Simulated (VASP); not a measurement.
Runs of VASP 6.6.1 on Os. The structure is that of space group Im-3m (No. 229), or close to it. The cells are those of the table. 

| task | cell | k mesh | cutoff (eV) | gap on the mesh (eV) | pressure (GPa) |
| --- | --- | --- | --- | --- | --- |
| single point | a = 2.651 Å, angles 109.5°, 1 atom | 8 × 8 × 8 | 520 | none | (a) |
| single point | a = 2.652 Å, angles 109.5°, 1 atom | 26 × 26 × 26 | 520 | none | 0.7 |
| single point | a = 2.723 Å, angles 109.5°, 1 atom | 8 × 8 × 8 | 520 | none | -25.5 |
| relaxation of cell and atoms | relaxed from a = 2.723 Å, angles 109.5°, 1 atom | 8 × 8 × 8 | 600 | none | 0.0 |

Alike in all rows: level PBEsol; potentials or basis VASP PAW PBE potentials, release 64 (Os); no spin polarisation; smearing gaussian 0.1 eV.

Fill in the values left out.

(a) 0.6.

Caveats: some runs use coarse meshes; the PAW data sets were made with another functional, which shifts forces and pressure a little; spin-orbit coupling is left out, which moves the levels of the heavy elements.

A k mesh can miss the band edges, and the runs leave out spin-orbit coupling on Os.

A gap of «none» marks levels without a gap at the run's occupations.
